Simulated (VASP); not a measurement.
# W (a cell with a defect) in VASP: single point with PBEsol

Aim: the single point of W (a cell with a defect) with PBEsol.

Program: VASP 6.6.1. These are calculated values, not measurements. Logs are shortened: lines on timing, memory, paths and dates and some standing lists are left out, and cuts for length are marked.

**1. The cell of the first run**

The cell holds a defect, 15 atoms: a = 6.320 Å, b = 6.320 Å, c = 6.320 Å, α = 90.00°, β = 90.00°, γ = 90.00°.

**2. Single point, PBEsol**

INCAR reads:

```
ALGO = Normal ; EDIFF = 1E-6
ENCUT = 520 ; GGA = PS
ISIF = 2 ; ISMEAR = 0
LASPH = True ; LCHARG = False
LREAL = Auto ; LWAVE = False
NBANDS = 118 ; NELM = 100
PREC = Accurate ; SIGMA = 0.15
```

KPOINTS reads:

```
k-points
0
Gamma
  3 3 3
```

POSCAR reads:

```
W
1.0
    6.3200000000      0.0000000000      0.0000000000
    0.0000000000      6.3200000000      0.0000000000
    0.0000000000      0.0000000000      6.3200000000
W
15
Direct
    0.5053691456     -0.0036340190     -0.0036609177
   -0.0059287975      0.5076604430     -0.0036560127
   -0.0059235759     -0.0036405063      0.5076311709
    0.1779343354      0.1802316456      0.1802066456
    0.4976892405      0.4999658228      0.0019875000
    0.4976859177      0.0020147152      0.4999520570
    0.7431349684      0.2556481013      0.2556354430
   -0.0002875000      0.4999893987      0.4999632911
    0.2533672468      0.7454162975      0.2556382911
    0.2533637658      0.2556607595      0.7453901899
    0.4995425633      0.5018240506      0.5018007911
    0.7529416139      0.7552341772      0.2522147152
    0.7529488924      0.2522412975      0.7552145570
    0.2499596519      0.7552384494      0.7552216772
    0.7531835443      0.7554854430      0.7554648734
```

Potentials or basis: VASP PAW PBE potentials, release 64 (W_sv).

Run with:

```sh
$ cat potpaw_PBE.64/W_sv/POTCAR > POTCAR
$ mpirun -np 1 vasp_std > vasp.out
```

OUTCAR:

```text
EDIFF = 1E-6
   ENCUT = 520
   GGA = PS
   ISIF = 2
   ISMEAR = 0
   LASPH = True
   LREAL = Auto
   NELM = 100
   PREC = Accurate

 ion  position               nearest neighbor table
   1  0.505  0.996  0.996-   4 2.64  15 2.66  14 2.69  13 2.72  12 2.72   7 2.76  10 2.78   9 2.78
                             6 3.14   5 3.14   5 3.18   6 3.18
   2  0.994  0.508  0.996-   4 2.64  15 2.66  13 2.69  12 2.72  14 2.72   9 2.76   7 2.78  10 2.78
                             8 3.14   5 3.14   5 3.18   8 3.18
   3  0.994  0.996  0.508-   4 2.64  15 2.66  12 2.69  13 2.72  14 2.72  10 2.76   7 2.78   9 2.78
                             8 3.14   6 3.14   6 3.18   8 3.18
   4  0.178  0.180  0.180-   3 2.64   2 2.64   1 2.64   7 2.83   9 2.83  10 2.83   5 3.07   6 3.07
                             8 3.07
   5  0.498  0.500  0.002-   7 2.71   9 2.71  10 2.72  13 2.74  14 2.74  15 2.76  12 2.78   4 3.07
                             2 3.14   1 3.14  11 3.16  11 3.16   1 3.18   2 3.18
   6  0.498  0.002  0.500-   7 2.71  10 2.71   9 2.72  14 2.74  12 2.74  15 2.76  13 2.78   4 3.07
                             1 3.14   3 3.14  11 3.16  11 3.16   3 3.18   1 3.18
   7  0.743  0.256  0.256-  11 2.69   6 2.71   5 2.71   8 2.72   1 2.76   3 2.78   2 2.78   4 2.83
                            13 3.16  12 3.16  12 3.16  13 3.16
   8  1.000  0.500  0.500-   9 2.71  10 2.71   7 2.72  13 2.74  12 2.74  15 2.76  14 2.78   4 3.07
                             3 3.14   2 3.14  11 3.16  11 3.16   2 3.18   3 3.18
   9  0.253  0.745  0.256-  11 2.69   8 2.71   5 2.71   6 2.72   2 2.76   3 2.78   1 2.78   4 2.83
                            12 3.16  14 3.16  14 3.16  12 3.16
  10  0.253  0.256  0.745-  11 2.69   6 2.71   8 2.71   5 2.72   3 2.76   2 2.78   1 2.78   4 2.83
                            14 3.16  13 3.16  13 3.16  14 3.16
  11  0.500  0.502  0.502-   9 2.69  10 2.69   7 2.69  12 2.76  13 2.76  14 2.76  15 2.78   6 3.16
                             5 3.16   8 3.16   8 3.16   5 3.16   6 3.16
  12  0.753  0.755  0.252-   3 2.69   2 2.72   1 2.72   8 2.74   6 2.74  11 2.76   5 2.78  15 3.14
                             9 3.16   7 3.16   7 3.16   9 3.16  15 3.18
  13  0.753  0.252  0.755-   2 2.69   1 2.72   3 2.72   5 2.74   8 2.74  11 2.76   6 2.78  15 3.14
                             7 3.16  10 3.16  10 3.16   7 3.16  15 3.18
  14  0.250  0.755  0.755-   1 2.69   2 2.72   3 2.72   5 2.74   6 2.74  11 2.76   8 2.78  15 3.14
                            10 3.16   9 3.16   9 3.16  10 3.16  15 3.18
  15  0.753  0.755  0.755-   1 2.66   2 2.66   3 2.66   8 2.76   5 2.76   6 2.76  11 2.78  12 3.14
                            13 3.14  14 3.14  14 3.18  13 3.18  12 3.18

  LATTYP: Found a simple cubic cell.
 ALAT       =     6.3200000000

  Lattice vectors:

 A1 = (   6.3200000000,   0.0000000000,   0.0000000000)
 A2 = (   0.0000000000,   6.3200000000,   0.0000000000)
 A3 = (   0.0000000000,   0.0000000000,   6.3200000000)

Analysis of symmetry for initial positions (statically):
=====================================================================
 Subroutine PRICEL returns:
 Original cell was already a primitive cell.

 Routine SETGRP: Setting up the symmetry group for a
 simple cubic supercell.

 Subroutine GETGRP returns: Found  1 space group operations
 (whereof  1 operations were pure point group operations)
 out of a pool of 48 trial point group operations.

The static configuration has the point symmetry C_1 .

Analysis of symmetry for dynamics (positions and initial velocities):
=====================================================================
 Subroutine PRICEL returns:
 Original cell was already a primitive cell.

 Routine SETGRP: Setting up the symmetry group for a
 simple cubic supercell.

 Subroutine GETGRP returns: Found  1 space group operations
 (whereof  1 operations were pure point group operations)
 out of a pool of 48 trial point group operations.

The dynamic configuration has the point symmetry C_1 .

 Subroutine INISYM returns: Found  1 space group operations
 (whereof  1 operations are pure point group operations),
 and found     1 'primitive' translations

----------------------------------------------------------------------------------------

                                     Primitive cell

  volume of cell :     252.4360

  direct lattice vectors                    reciprocal lattice vectors
     6.320000000  0.000000000  0.000000000     0.158227848  0.000000000  0.000000000
     0.000000000  6.320000000  0.000000000     0.000000000  0.158227848  0.000000000
     0.000000000  0.000000000  6.320000000     0.000000000  0.000000000  0.158227848

  length of vectors
[... 69 lines left out ...]
  0.333333  0.333333  0.000000      2.000000
  0.000000  0.333333  0.333333      2.000000
  0.333333  0.000000  0.333333      2.000000
 -0.333333  0.333333  0.000000      2.000000
 -0.333333  0.000000  0.333333      2.000000
  0.000000 -0.333333  0.333333      2.000000
  0.333333  0.333333  0.333333      2.000000
 -0.333333  0.333333  0.333333      2.000000
 -0.333333 -0.333333  0.333333      2.000000
  0.333333 -0.333333  0.333333      2.000000
   k-points           NKPTS =     14   k-points in BZ     NKDIM =     14   number of bands    NBANDS=    118
   number of dos      NEDOS =    301   number of ions     NIONS =     15
   total plane-waves  NPLWV = 110592
   dimension x,y,z NGX =    48 NGY =   48 NGZ =   48
   dimension x,y,z NGXF=    96 NGYF=   96 NGZF=   96
   ions per type =              15
   NGX,Y,Z   is equivalent  to a cutoff of  12.63, 12.63, 12.63 a.u.
   NGXF,Y,Z  is equivalent  to a cutoff of  25.25, 25.25, 25.25 a.u.
 SYSTEM =  unknown system
   PREC   = accura    normal or accurate (medium, high low for compatibility)
   ISTART =      0    job   : 0-new  1-cont  2-samecut
   ICHARG =      2    charge: 1-file 2-atom 10-const
   ISPIN  =      1    spin polarized calculation?
   LNONCOLLINEAR =      F non collinear calculations
   LSORBIT =      F    spin-orbit coupling
   LASPH  =      T    aspherical Exc in radial PAW
   ENCUT  =  520.0 eV  38.22 Ry    6.18 a.u.  11.75 11.75 11.75*2*pi/ulx,y,z
   NELM   =    100;   NELMIN=  2; NELMDL= -5     # of ELM steps
   EDIFF  = 0.1E-05   stopping-criterion for ELM
   LREAL  =      T    real-space projection
   EDIFFG = 0.1E-04   stopping-criterion for IOM
   NSW    =      0    number of steps for IOM
   IBRION =     -1    ionic relax: 0-MD 1-quasi-New 2-CG
   NFREE  =      0    steps in history (QN), initial steepest desc. (CG)
   ISIF   =      2    stress and relaxation
   ISYM   =      2    0-nonsym 1-usesym 2-fastsym
   POTIM  = 0.5000    time-step for ionic-motion
   TEBEG  =    0.0;   TEEND  =   0.0 temperature during run
   PSTRESS=    0.0 pullay stress
   NELECT =     210.0000    total number of electrons
   NUPDOWN=      -1.0000    fix difference up-down
   EMIN   =  10.00;   EMAX   =-10.00  energy-range for DOS
   EFERMI =   0.00;   METHOD = LEGACY
   ISMEAR =     0;   SIGMA  =   0.15  broadening in eV -4-tet -1-fermi 0-gaus
   EFERMI_NEDOS =   21; number of points for ismear=-14 and -15
   IALGO  =     38    algorithm
   IMIX   =      4    mixing-type and parameters
     AMIX     =   0.40;   BMIX     =  1.00
     AMIX_MAG =   1.60;   BMIX_MAG =  1.00
  volume/ion in A,a.u.               =      16.83       113.57
  Fermi-wavevector in a.u.,A,eV,Ry     =   1.539681  2.909576 32.254225  2.370619
  Thomas-Fermi vector in A             =   2.645875
   LORBIT       =      0    0 simple, 1 ext, 2 COOP (PROOUT), +10 PAW based schemes
   GGA     = PS    functional components
   LHFCALC =     F    Hartree Fock is set to
   AEXX    =    0.0000 exact exchange contribution
   IVDW    =     0    specifies the selected vdW correction
   LEPSILON=     F    determine dielectric tensor
   LRPA    =     F    only Hartree local field effects (RPA)
 non-spin polarized calculation
 Gauss-broadening in eV      SIGMA  =   0.15
  energy-cutoff  :      520.00
  volume of cell :      252.44
 maximum number of plane-waves:      6859
   NGX = 23   NGY = 23   NGZ = 23

 number of electron     210.0000013 magnetization

 Free energy of the ion-electron system (eV)
  ---------------------------------------------------
  ext. energy  EPLUGINS =         0.00000000
  ---------------------------------------------------
  free energy    TOTEN  =      -201.96650565 eV

  energy without entropy =     -201.86665213  energy(sigma->0) =     -201.91657889

 E-fermi :  10.1342     XC(G=0): -13.3501

 val. band max:       10.1231569564   @ k =  -0.3333   0.3333   0.0000
 cond. band min:      10.1527991962   @ k =   0.0000   0.0000   0.3333
 fundamental gap:      0.0296422398
 Fermi energy:        10.1341778096

 k-point     1 :       0.0000    0.0000    0.0000
  band No.  band energies     occupation
      1     -63.9388      2.00000
      2     -63.7465      2.00000
      3     -63.6854      2.00000
      4     -63.6853      2.00000
      5     -63.6684      2.00000
      6     -63.6684      2.00000
[... 1669 lines left out ...]
    116      12.3003      0.00000
    117      12.3261      0.00000
 [bands above 117 left out]

------------------------ aborting loop because EDIFF is reached ----------------------------------------

  FORCE on cell =-STRESS in cart. coord.  units (eV):
  Direction    XX          YY          ZZ          XY          YZ          ZX
  --------------------------------------------------------------------------------------
  -------------------------------------------------------------------------------------
  Total      -11.2312693    -11.2324036    -11.2330437     -3.1683971     -3.1663960     -3.1691750
  in kB      -71.2833645    -71.2905633    -71.2946265    -20.1093924    -20.0966918    -20.1143297
  external PRESSURE =     -71.2895181 kB  Pullay stress =       0.0000000 kB

 VOLUME and BASIS-vectors are now :
 -----------------------------------------------------------------------------
  energy-cutoff  :      520.00
  volume of cell :      252.44
      direct lattice vectors                 reciprocal lattice vectors
     6.320000000  0.000000000  0.000000000     0.158227848  0.000000000  0.000000000
     0.000000000  6.320000000  0.000000000     0.000000000  0.158227848  0.000000000
     0.000000000  0.000000000  6.320000000     0.000000000  0.000000000  0.158227848

 POSITION                                       TOTAL-FORCE (eV/Angst)
 -----------------------------------------------------------------------------------
      3.19393      6.29703      6.29686         0.057016     -0.187337     -0.187008
      6.28253      3.20841      6.29689        -0.188152      0.056912     -0.187336
      6.28256      6.29699      3.20823        -0.188789     -0.186591      0.057417
      1.12454      1.13906      1.13891         1.061223      1.059396      1.059325
      3.14540      3.15978      0.01256        -0.037480     -0.036388     -0.089883
      3.14537      0.01273      3.15970        -0.036987     -0.090312     -0.036917
      4.69661      1.61570      1.61562         0.019479     -0.119012     -0.119534
      6.31818      3.15993      3.15977        -0.087884     -0.038206     -0.037891
      1.60128      4.71103      1.61563        -0.120804      0.020708     -0.121428
      1.60126      1.61578      4.71087        -0.120445     -0.121559      0.021201
      3.15711      3.17153      3.17138        -0.304566     -0.304769     -0.304260
      4.75859      4.77308      1.59400        -0.038313     -0.037807      0.001355
      4.75864      1.59417      4.77296        -0.038411      0.000799     -0.038148
      1.57975      4.77311      4.77300         0.000502     -0.038047     -0.038615
      4.76012      4.77467      4.77454         0.023611      0.022213      0.021722
 -----------------------------------------------------------------------------------
    total drift:                                0.000225     -0.006994     -0.006255

  FREE ENERGIE OF THE ION-ELECTRON SYSTEM (eV)
  ---------------------------------------------------
  free  energy   TOTEN  =      -201.9665056505 eV

  energy  without entropy=     -201.8666521302  energy(sigma->0) =     -201.91657889
```

It took 13 min on 1 thread of Intel Xeon Platinum 8259CL at 2.50GHz (Skylake/Cascade Lake), shared host; peak memory 0.47 GiB.

What came out:

```yaml
Free_energy: -201.9665 eV
Pressure: -7.1 GPa
Largest_force: 1.836 eV/Å
Band_gap_on_the_k_mesh: zero (band 105 reaches 10.18 eV, above the bottom of band 106 at 10.01 eV)
```

Forces on the atoms (eV/Å):
```
W    0.057 -0.187 -0.187
W   -0.188  0.057 -0.187
W   -0.189 -0.187  0.057
W    1.061  1.059  1.059
W   -0.037 -0.036 -0.090
W   -0.037 -0.090 -0.037
W    0.019 -0.119 -0.120
W   -0.088 -0.038 -0.038
W   -0.121  0.021 -0.121
W   -0.120 -0.122  0.021
W   -0.305 -0.305 -0.304
W   -0.038 -0.038  0.001
W   -0.038  0.001 -0.038
W    0.001 -0.038 -0.039
W    0.024  0.022  0.022
```

Stress tensor (GPa, compression positive):
```
-7.13 -2.01 -2.01
-2.01 -7.13 -2.01
-2.01 -2.01 -7.13
```

Caveat: the PAW data sets were made with another functional, which shifts forces and pressure a little; spin-orbit coupling is left out, which moves the levels of the heavy elements.
